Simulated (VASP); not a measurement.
# NaZn11S12 (a cell with a defect) in VASP: single point with PBE

Aim: the single point of NaZn11S12 (a cell with a defect) with PBE.

Everything below comes from runs of VASP 6.6.1. Logs are shortened: lines on timing, memory, paths and dates and some standing lists are left out, and cuts for length are marked.

## Step 1: The cell of the first run

The cell holds a defect, 24 atoms: a = 6.621 Å, b = 6.621 Å, c = 12.520 Å, α = 90.00°, β = 90.00°, γ = 120.00°.

## Step 2: Single point, PBE

Contents of INCAR:

```
SYSTEM = NaZn11S12
PREC = Accurate
ENCUT = 520
EDIFF = 1E-6
ISMEAR = -1
SIGMA = 0.01
LREAL = Auto
LASPH = .TRUE.
NELM = 60
ALGO = Normal
ISIF = 2
LWAVE = .FALSE.
LCHARG = .FALSE.
GGA = PE
NELECT = 212.0
NBANDS = 124
```

Contents of KPOINTS:

```
Automatic mesh
0
G
  3 3 2
  0 0 0
```

Contents of POSCAR:

```
NaZn11S12
1.0
    5.7340500000      3.3105553110      0.0000000000
   -5.7340500000      3.3105553110      0.0000000000
    0.0000000000      0.0000000000     12.5200000000
Na Zn S
1 11 12
Direct
    0.0000000000      0.0000000000      0.0009122141
    0.3333333333      0.6666666667     -0.0038786728
    0.6666666667      0.3333333333     -0.0038786728
    0.0000000000      0.0000000000      0.5014416089
    0.3333333333      0.6666666667      0.5004040393
    0.6666666667      0.3333333333      0.5004040393
    0.3350585582      0.3350585582      0.2511747935
    0.6649414418      0.0000000000      0.2511747935
    0.0000000000      0.6649414418      0.2511747935
    0.3382508915      1.0000000000      0.7508747695
    0.6617491085      0.6617491085      0.7508747695
    0.0000000000      0.3382508915      0.7508747695
    0.0000000000      0.0000000000      0.2049076920
    0.3333333333      0.6666666667      0.1869815370
    0.6666666667      0.3333333333      0.1869815370
    0.0000000000      0.0000000000      0.6880721787
    0.3333333333      0.6666666667      0.6837940903
    0.6666666667      0.3333333333      0.6837940903
    0.3351051559      0.3351051559      0.4392947063
    0.6648948441      0.0000000000      0.4392947063
    0.0000000000      0.6648948441      0.4392947063
    0.3600286965      1.0000000000      0.9320105036
    0.6399713035      0.6399713035      0.9320105036
    0.0000000000      0.3600286965      0.9320105036
```

Potentials or basis: VASP PAW PBE potentials, release 64 (Na_pv, Zn, S).

The run is started by

```sh
> cat potpaw_PBE.64/Na_pv/POTCAR potpaw_PBE.64/Zn/POTCAR potpaw_PBE.64/S/POTCAR > POTCAR
> mpirun -np 1 vasp_std > vasp.out
```

OUTCAR:

```text
SYSTEM = NaZn11S12
   PREC = Accurate
   ENCUT = 520
   EDIFF = 1E-6
   ISMEAR = -1
   LREAL = Auto
   LASPH = .TRUE.
   NELM = 60
   ISIF = 2
   GGA = PE
   NELECT = 212.0

 ion  position               nearest neighbor table
   1  0.000  0.000  0.001-  23 2.54  22 2.54  24 2.54  13 2.55
   2  0.333  0.667  0.996-  22 2.27  24 2.27  23 2.27  14 2.39
   3  0.667  0.333  0.996-  24 2.27  22 2.27  23 2.27  15 2.39
   4  0.000  0.000  0.501-  16 2.34  19 2.35  20 2.35  21 2.35
   5  0.333  0.667  0.500-  17 2.30  21 2.33  20 2.33  19 2.33
   6  0.667  0.333  0.500-  18 2.30  20 2.33  21 2.33  19 2.33
[... 16 lines left out ...]
  23  0.640  0.640  0.932-   2 2.27   3 2.27  11 2.27   1 2.54
  24  0.000  0.360  0.932-   3 2.27   2 2.27  12 2.27   1 2.54

  LATTYP: Found a hexagonal cell.
 ALAT       =     6.6211106221
 C/A-ratio  =     1.8909214352

  Lattice vectors:

 A1 = (   5.7340500000,   3.3105553110,   0.0000000000)
 A2 = (  -5.7340500000,   3.3105553110,   0.0000000000)
 A3 = (   0.0000000000,   0.0000000000,  12.5200000000)

Analysis of symmetry for initial positions (statically):
=====================================================================
 Subroutine PRICEL returns:
 Original cell was already a primitive cell.

 Routine SETGRP: Setting up the symmetry group for a
 hexagonal supercell.

 Subroutine GETGRP returns: Found  6 space group operations
 (whereof  6 operations were pure point group operations)
 out of a pool of 24 trial point group operations.

The static configuration has the point symmetry C_3v.

Analysis of symmetry for dynamics (positions and initial velocities):
=====================================================================
 Subroutine PRICEL returns:
 Original cell was already a primitive cell.

 Routine SETGRP: Setting up the symmetry group for a
 hexagonal supercell.

 Subroutine GETGRP returns: Found  6 space group operations
 (whereof  6 operations were pure point group operations)
 out of a pool of 24 trial point group operations.

The dynamic configuration has the point symmetry C_3v.

 Subroutine INISYM returns: Found  6 space group operations
 (whereof  6 operations are pure point group operations),
 and found     1 'primitive' translations

----------------------------------------------------------------------------------------

                                     Primitive cell

  volume of cell :     475.3316

  direct lattice vectors                    reciprocal lattice vectors
     5.734050000  3.310555311  0.000000000     0.087198403  0.151032064  0.000000000
    -5.734050000  3.310555311  0.000000000    -0.087198403  0.151032064  0.000000000
     0.000000000  0.000000000 12.520000000     0.000000000  0.000000000  0.079872204

  length of vectors
     6.621110622  6.621110622 12.520000000     0.174396805  0.174396805  0.079872204

  position of ions in fractional coordinates (direct lattice)
     0.000000000  0.000000000  0.000912214
     0.333333333  0.666666667  0.996121327
     0.666666667  0.333333333  0.996121327
     0.000000000  0.000000000  0.501441609
     0.333333333  0.666666667  0.500404039
     0.666666667  0.333333333  0.500404039
[... 16 lines left out ...]
     0.639971303  0.639971303  0.932010504
     0.000000000  0.360028697  0.932010504

  ion indices of the primitive-cell ions
   primitive index   ion index
                 1           1
                 2           2
                 3           3
                 4           4
                 5           5
                 6           6
[... 16 lines left out ...]
                23          23
                24          24

----------------------------------------------------------------------------------------

 KPOINTS: Automatic mesh

Automatic generation of k-mesh.
 Grid dimensions read from file:
 generate k-points for:    3    3    2

 Generating k-lattice:

  Cartesian coordinates                     Fractional coordinates (reciprocal lattice)
     0.029066134  0.050344021  0.000000000     0.333333333  0.000000000  0.000000000
    -0.029066134  0.050344021  0.000000000     0.000000000  0.333333333  0.000000000
     0.000000000  0.000000000  0.039936102     0.000000000  0.000000000  0.500000000

  Length of vectors
     0.058132268  0.058132268  0.039936102

  Shift w.r.t. Gamma in fractional coordinates (k-lattice)
     0.000000000  0.000000000  0.000000000

 Subroutine IBZKPT returns following result:
 ===========================================

 Found      6 irreducible k-points:

 Following reciprocal coordinates:
            Coordinates               Weight
  0.000000  0.000000  0.000000      1.000000
  0.333333  0.000000  0.000000      6.000000
  0.333333  0.333333  0.000000      2.000000
  0.000000  0.000000  0.500000      1.000000
  0.333333  0.000000  0.500000      6.000000
  0.333333  0.333333  0.500000      2.000000
   k-points           NKPTS =      6   k-points in BZ     NKDIM =      6   number of bands    NBANDS=    124
   number of dos      NEDOS =    301   number of ions     NIONS =     24
   total plane-waves  NPLWV = 240000
   dimension x,y,z NGX =    50 NGY =   50 NGZ =   96
   dimension x,y,z NGXF=   100 NGYF=  100 NGZF=  192
   ions per type =               1  11  12
   NGX,Y,Z   is equivalent  to a cutoff of  12.55, 12.55, 12.75 a.u.
   NGXF,Y,Z  is equivalent  to a cutoff of  25.11, 25.11, 25.49 a.u.
 SYSTEM =  NaZn11S12
   PREC   = accura    normal or accurate (medium, high low for compatibility)
   ISTART =      0    job   : 0-new  1-cont  2-samecut
   ICHARG =      2    charge: 1-file 2-atom 10-const
   ISPIN  =      1    spin polarized calculation?
   LNONCOLLINEAR =      F non collinear calculations
   LSORBIT =      F    spin-orbit coupling
   LASPH  =      T    aspherical Exc in radial PAW
   ENCUT  =  520.0 eV  38.22 Ry    6.18 a.u.  12.31 12.31 23.28*2*pi/ulx,y,z
   NELM   =     60;   NELMIN=  2; NELMDL= -5     # of ELM steps
   EDIFF  = 0.1E-05   stopping-criterion for ELM
   LREAL  =      T    real-space projection
   EDIFFG = 0.1E-04   stopping-criterion for IOM
   NSW    =      0    number of steps for IOM
   IBRION =     -1    ionic relax: 0-MD 1-quasi-New 2-CG
   NFREE  =      0    steps in history (QN), initial steepest desc. (CG)
   ISIF   =      2    stress and relaxation
   ISYM   =      2    0-nonsym 1-usesym 2-fastsym
   POTIM  = 0.5000    time-step for ionic-motion
   TEBEG  =    0.0;   TEEND  =   0.0 temperature during run
   PSTRESS=    0.0 pullay stress
   NELECT =     212.0000    total number of electrons
   NUPDOWN=      -1.0000    fix difference up-down
   EMIN   =  10.00;   EMAX   =-10.00  energy-range for DOS
   EFERMI =   0.00;   METHOD = LEGACY
   ISMEAR =    -1;   SIGMA  =   0.01  broadening in eV -4-tet -1-fermi 0-gaus
   EFERMI_NEDOS =   21; number of points for ismear=-14 and -15
   IALGO  =     38    algorithm
   IMIX   =      4    mixing-type and parameters
     AMIX     =   0.40;   BMIX     =  1.00
     AMIX_MAG =   1.60;   BMIX_MAG =  1.00
  volume/ion in A,a.u.               =      19.81       133.65
  Fermi-wavevector in a.u.,A,eV,Ry     =   1.250800  2.363669 21.286326  1.564501
  Thomas-Fermi vector in A             =   2.384777
   LORBIT       =      0    0 simple, 1 ext, 2 COOP (PROOUT), +10 PAW based schemes
   GGA     = PE    functional components
   LHFCALC =     F    Hartree Fock is set to
   AEXX    =    0.0000 exact exchange contribution
   IVDW    =     0    specifies the selected vdW correction
   LEPSILON=     F    determine dielectric tensor
   LRPA    =     F    only Hartree local field effects (RPA)
 non-spin polarized calculation
  energy-cutoff  :      520.00
  volume of cell :      475.33
 maximum number of plane-waves:     12850
 NGX is ok and might be reduce to    50
   NGX = 25   NGY = 25   NGZ = 47

 number of electron     211.9999995 magnetization

 Free energy of the ion-electron system (eV)
  ---------------------------------------------------
  ext. energy  EPLUGINS =         0.00000000
  ---------------------------------------------------
  free energy    TOTEN  =       -78.89774663 eV

  energy without entropy =      -78.89774663  energy(sigma->0) =      -78.89774663

 E-fermi :   2.6223     XC(G=0):  -9.5607

 val. band max:        2.3826756490   @ k =   0.0000   0.0000   0.0000
 cond. band min:       4.2964085148   @ k =   0.0000   0.0000   0.0000
 fundamental gap:      1.9137328658
 Fermi energy:         2.6223192153

 k-point     1 :       0.0000    0.0000    0.0000
  band No.  band energies     occupation
      1     -19.6266      2.00000
      2     -19.6236      2.00000
      3     -19.6236      2.00000
      4     -11.1740      2.00000
      5     -10.7162      2.00000
      6     -10.5322      2.00000
[... 110 lines left out ...]
    117       7.3716      0.00000
    118       7.3716      0.00000

 k-point     2 :       0.3333    0.0000    0.0000
  band No.  band energies     occupation
      1     -19.6266      2.00000
      2     -19.6237      2.00000
      3     -19.6236      2.00000
      4     -10.9430      2.00000
      5     -10.5290      2.00000
      6     -10.4433      2.00000
[... 110 lines left out ...]
    117       7.3574      0.00000
    118       7.4202      0.00000

 k-point     3 :       0.3333    0.3333    0.0000
  band No.  band energies     occupation
      1     -19.6266      2.00000
      2     -19.6237      2.00000
      3     -19.6237      2.00000
      4     -10.6027      2.00000
      5     -10.6027      2.00000
      6     -10.5357      2.00000
[... 110 lines left out ...]
    117       6.8983      0.00000
    118       7.1496      0.00000

 k-point     4 :       0.0000    0.0000    0.5000
  band No.  band energies     occupation
      1     -19.6266      2.00000
      2     -19.6236      2.00000
      3     -19.6236      2.00000
      4     -11.1528      2.00000
      5     -10.8159      2.00000
      6     -10.4232      2.00000
[... 110 lines left out ...]
    117       7.3402      0.00000
    118       8.0496      0.00000

 k-point     5 :       0.3333    0.0000    0.5000
  band No.  band energies     occupation
      1     -19.6266      2.00000
      2     -19.6237      2.00000
      3     -19.6236      2.00000
      4     -10.9250      2.00000
      5     -10.6137      2.00000
      6     -10.4314      2.00000
[... 110 lines left out ...]
    117       7.0761      0.00000
    118       7.1908      0.00000

 k-point     6 :       0.3333    0.3333    0.5000
  band No.  band energies     occupation
      1     -19.6266      2.00000
      2     -19.6237      2.00000
      3     -19.6237      2.00000
      4     -10.5879      2.00000
      5     -10.5879      2.00000
      6     -10.5334      2.00000
[... 110 lines left out ...]
    117       6.7640      0.00000
    118       7.0915      0.00000
 [bands above 118 left out]

------------------------ aborting loop because EDIFF is reached ----------------------------------------

  FORCE on cell =-STRESS in cart. coord.  units (eV):
  Direction    XX          YY          ZZ          XY          YZ          ZX
  --------------------------------------------------------------------------------------
  -------------------------------------------------------------------------------------
  Total       18.5436254     18.5436254     18.4079178      0.0000000      0.0000000      0.0000000
  in kB       62.5041106     62.5041106     62.0466875      0.0000000      0.0000000      0.0000000
  external PRESSURE =      62.3516363 kB  Pullay stress =       0.0000000 kB

 VOLUME and BASIS-vectors are now :
 -----------------------------------------------------------------------------
  energy-cutoff  :      520.00
  volume of cell :      475.33
      direct lattice vectors                 reciprocal lattice vectors
     5.734050000  3.310555311  0.000000000     0.087198403  0.151032064  0.000000000
    -5.734050000  3.310555311  0.000000000    -0.087198403  0.151032064  0.000000000
     0.000000000  0.000000000 12.520000000     0.000000000  0.000000000  0.079872204

 POSITION                                       TOTAL-FORCE (eV/Angst)
 -----------------------------------------------------------------------------------
      0.00000      0.00000      0.01142         0.000000     -0.000000     -0.017585
     -1.91135      3.31056     12.47144         0.000000     -0.000000      0.010099
      1.91135      3.31056     12.47144         0.000000     -0.000000      0.010099
      0.00000      0.00000      6.27805         0.000000     -0.000000     -0.003343
     -1.91135      3.31056      6.26506         0.000000     -0.000000     -0.002106
      1.91135      3.31056      6.26506         0.000000     -0.000000     -0.002106
[... 16 lines left out ...]
      0.00000      4.23732     11.66877         0.000000     -0.002886      0.005401
     -2.06442      1.19189     11.66877        -0.002499      0.001443      0.005401
 -----------------------------------------------------------------------------------
    total drift:                                0.000000     -0.000036     -0.000134

  FREE ENERGIE OF THE ION-ELECTRON SYSTEM (eV)
  ---------------------------------------------------
  free  energy   TOTEN  =       -78.8977466317 eV

  energy  without entropy=      -78.8977466317  energy(sigma->0) =      -78.89774663
```

It took 26 min on 1 thread of Intel Xeon 8259CL, shared host; peak memory 0.66 GiB.

What came out:

```yaml
Free_energy: -78.8977 eV
Largest_force: 0.018 eV/Å
```

Forces in eV/Å, atoms in the order of the input:
```
Na   0.000  0.000 -0.018
Zn   0.000  0.000  0.010
Zn   0.000  0.000  0.010
Zn   0.000  0.000 -0.003
Zn   0.000  0.000 -0.002
Zn   0.000  0.000 -0.002
Zn   0.000 -0.001 -0.004
Zn   0.001  0.001 -0.004
Zn  -0.001  0.001 -0.004
Zn  -0.003 -0.002 -0.001
Zn   0.000  0.003 -0.001
Zn   0.003 -0.002 -0.001
S    0.000  0.000 -0.007
S    0.000  0.000 -0.008
S    0.000  0.000 -0.008
S    0.000  0.000  0.013
S    0.000  0.000  0.000
S    0.000  0.000  0.000
S    0.000 -0.003  0.004
S    0.002  0.001  0.004
S   -0.002  0.001  0.004
S    0.002  0.001  0.005
S    0.000 -0.003  0.005
S   -0.002  0.001  0.005
```

Levels at points of the mesh, in eV from the Fermi level:
```
           k point  band 103  band 104  band 105  band 106  band 107  band 108  band 109  band 110
(0.00, 0.00, 0.00)     -0.88     -0.54     -0.24     -0.24      1.67      2.51      2.85      3.84
(0.00, 0.00, 0.50)     -0.82     -0.82     -0.26     -0.26      2.33      2.47      2.59      3.72
```

Caveat: the cell carries a net charge on a neutralising background, which shifts energy and pressure; the cell is charged against a uniform background, so pressure and absolute levels hang on convention.
